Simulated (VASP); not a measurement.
Runs of VASP 6.6.1 on Al2Au. The structure is that of space group Fm-3m (No. 225), or close to it. The cells are those of the table. 

```csv
task,cell,cutoff (eV),gap on the mesh (eV),pressure (GPa)
electric field gradients,"a = 4.271 Å, angles 60.0°, 3 atoms",400,none,-4.4
electric field gradients,"a = 4.298 Å, angles 60.0°, 3 atoms",520,none,-6.2
electric field gradients,"a = 4.200, b = 4.200, c = 4.243 Å, angles 59.7, 59.7, 60.7°, 3 atoms",400,none,(b)
electric field gradients,"a = 4.243 Å, angles 60.0°, 3 atoms",520,none,-2.3
single point,"a = 4.285, b = 4.285, c = 4.327 Å, angles 59.7, 59.7, 60.7°, 3 atoms",520,none,-6.2
single point,"a = 4.200, b = 4.200, c = 4.158 Å, angles 60.3, 60.3, 59.3°, 3 atoms",520,none,(a)
electric field gradients,"a = 4.257 Å, angles 60.0°, 3 atoms",520,none,-3.4
```

Alike in all rows: level LDA; potentials or basis VASP PAW LDA potentials, release 64 (Al, Au); no spin polarisation; k mesh 11 × 11 × 11; smearing fermi-dirac 0.05 eV.

Problem. Fill in the values left out.

Solution. (a) 2.6; (b) 0.0.

Caveats: spin-orbit coupling is left out, which moves the levels of the heavy elements.

A k mesh can miss the band edges, and the runs leave out spin-orbit coupling on Au.

A gap of «none» marks levels without a gap at the run's occupations.
